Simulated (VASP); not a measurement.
Wanted: the native input for a VASP 6.6.1 run.

* Task: single point
* Functional: r2SCAN0
* Potentials or basis: VASP PAW PBE potentials, release 64 (Si, Te)
* Cutoff: 440 eV
* k mesh: 4 × 4 × 3
* Occupations: fermi-dirac, width 0.05 eV
* Spin: no spin polarisation
* Dipole correction: no
* Grid for exact exchange (PRECFOCK): Normal
* Further INCAR settings: ALGO = Normal; EDIFF = 1e-06; NBANDS = 12

The system is SiTe.

```
Si Te
1.0
     3.71434    0.00000    0.00000
    -1.85717    3.21671    0.00000
     0.00000    0.00000    4.97637
Si Te
1 1
Direct
  0.00000 0.00000 0.50000
  0.00000 0.00000 0.00000
```

These files were run (other wordings do the same):

POSCAR

```
SiTe
1.0
    3.7143358800      0.0000000000      0.0000000000
   -1.8571679400      3.2167092300      0.0000000000
    0.0000000000      0.0000000000      4.9763725600
Si Te
1 1
Direct
    0.0000000000      0.0000000000      0.5000000000
    0.0000000000      0.0000000000      0.0000000000
```

INCAR.step1

```
SYSTEM = SiTe
ALGO     = Normal         ! electronic algorithm
EDIFF    = 1E-5           ! SCF threshold, eV
ENCUT    = 440            ! plane-wave cutoff, eV
GGA      = PE             ! functional
GGA_COMPAT= .False.      
ISIF     = 2              ! what is computed and relaxed
ISMEAR   = -1             ! smearing method
LASPH    = .True.         ! aspherical terms in the spheres
LREAL    = .False.        ! projectors in reciprocal space
LWAVE    = .True.         ! write WAVECAR
NBANDS   = 12             ! bands
NELM     = 120            ! most SCF steps
PREC     = Accurate       ! precision mode
SIGMA    = 0.05           ! smearing width, eV
```

INCAR.step2

```
SYSTEM = SiTe
AEXX     = 0.25           ! exact-exchange fraction
ALGO     = Normal         ! electronic algorithm
EDIFF    = 1E-6           ! SCF threshold, eV
ENCUT    = 440            ! plane-wave cutoff, eV
GGA_COMPAT= .False.      
ISIF     = 2              ! what is computed and relaxed
ISMEAR   = -1             ! smearing method
ISTART   = 1            
LASPH    = .True.         ! aspherical terms in the spheres
LCHARG   = .True.         ! write CHGCAR
LELF     = .True.         ! ELF
LHFCALC  = .True.         ! exact exchange
LMIXTAU  = .True.       
LREAL    = .False.        ! projectors in reciprocal space
LVHAR    = .True.       
LWAVE    = .False.        ! write WAVECAR
METAGGA  = R2SCAN         ! meta-GGA
NBANDS   = 12             ! bands
NELM     = 120            ! most SCF steps
PREC     = Accurate       ! precision mode
PRECFOCK = Normal       
SIGMA    = 0.05           ! smearing width, eV
```

KPOINTS

```
k-points
0
Gamma
  4 4 3
  0 0 0
```

Potentials or basis: VASP PAW PBE potentials, release 64 (Si, Te).

The run is started by

```bash
$ cat potpaw_PBE.64/Si/POTCAR potpaw_PBE.64/Te/POTCAR > POTCAR
$ cp INCAR.step1 INCAR
$ mpirun -np 1 vasp_std > vasp.out
$ cp INCAR.step2 INCAR
$ mpirun -np 1 vasp_std > vasp.out
```

Results of the run:

| Quantity | Value |
| --- | --- |
| Pressure | 0.4 GPa |
| Band gap on the k mesh | zero (band 5 reaches 5.73 eV, above the bottom of band 6 at 4.45 eV) |

Caveat: the k points lie up to 0.49 Å⁻¹ apart; the PAW data sets were made with another functional, which shifts forces and pressure a little; spin-orbit coupling is left out, which moves the levels of the heavy elements.

Run time: 120 s on 1 thread of AMD EPYC 9R45 96-Core Processor (Zen 5) (shared host), peak memory 0.14 GiB.
